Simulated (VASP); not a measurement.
Input of a VASP 6.6.1 run:

INCAR

```
SYSTEM = Be
  ALGO = Normal
  EDIFF = 1E-8
  ENCUT = 520
  GGA = PS
  ISIF = 2
  ISMEAR = -1
  LASPH = .TRUE.
  LCHARG = .FALSE.
  LEFG = .TRUE.
  LREAL = .FALSE.
  LWAVE = .FALSE.
  NBANDS = 12
  NELM = 100
  PREC = Accurate
  SIGMA = 0.05
```

The input KPOINTS:

```
k-points
0
G
  9 9 14
  0 0 0
```

POSCAR

```
Be
1.0
    3.7468140000      0.0562022100      0.0562022100
    0.0562022100      3.7468140000      0.0562022100
    0.0342192000      0.0342192000      2.2812800000
Be
4
Direct
    0.2974080000      0.2974080000      0.0000000000
    0.7025920000      0.7025920000      0.0000000000
    0.2025920000      0.7974080000      0.5000000000
    0.7974080000      0.2025920000      0.5000000000
```

Potentials or basis: VASP PAW PBE potentials, release 64 (Be).

Run with:

```sh
$ cat potpaw_PBE.64/Be/POTCAR > POTCAR
$ mpirun -np 1 vasp_std > vasp.out
```

Problem. Predict the largest force.

Solution. 0.080 eV/Å.

Problem. Estimate the pressure.

Solution. -0.5 GPa.

Electric field gradients, principal values (V/Å²):
```tsv
atom	least	middle	greatest (by size)
1 Be	-0.196	-1.275	1.471
2 Be	-0.196	-1.275	1.471
3 Be	-0.587	-1.448	2.036
4 Be	-0.587	-1.448	2.036
```

Caveat: the cell differs from its parent crystal (equal xy, yz and zx shear strains of +3 %); without QUAD_EFG the Cq values of the log hold for a quadrupole moment of 1 mb, not for the nuclei; the PAW data sets were made with another functional, which shifts forces and pressure a little.
